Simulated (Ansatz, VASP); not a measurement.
One calculation of K4Sn, two programs

```
K Sn
1.0
    -4.23539    4.23539    4.23539
     4.23539   -4.23539    4.23539
     4.23539    4.23539   -4.23539
K Sn
4 1
Cartesian
  2.1177 2.1177 2.1177
  -2.1177 2.1177 2.1177
  2.1177 2.1177 -2.1177
  2.1177 -2.1177 2.1177
  0.0000 0.0000 0.0000
```

Alike in both runs: functional PBE; k mesh 6 × 6 × 6; occupations gaussian, width 0.1 eV; no spin polarisation.

Ansatz relaxed the structure, and its values are those at the end. VASP's run is a single point on that final structure, the one shown.

```csv
,VASP,Ansatz
version,VASP 6.6.1,Ansatz 0.2.0
potentials or method,"VASP PAW PBE potentials, release 64 (K_sv, Sn_d), cutoff 520 eV","scalar-relativistic, plane waves, PAW"
valence electrons in the cell,50,50
```

```tsv
	VASP	Ansatz	Ansatz less VASP
gap on the k mesh at the Fermi level (eV)	none	none	-
pressure (GPa)	0.0	0.0	+0.01
```

A gap of «none» marks a metal or a gap that the smearing closes.
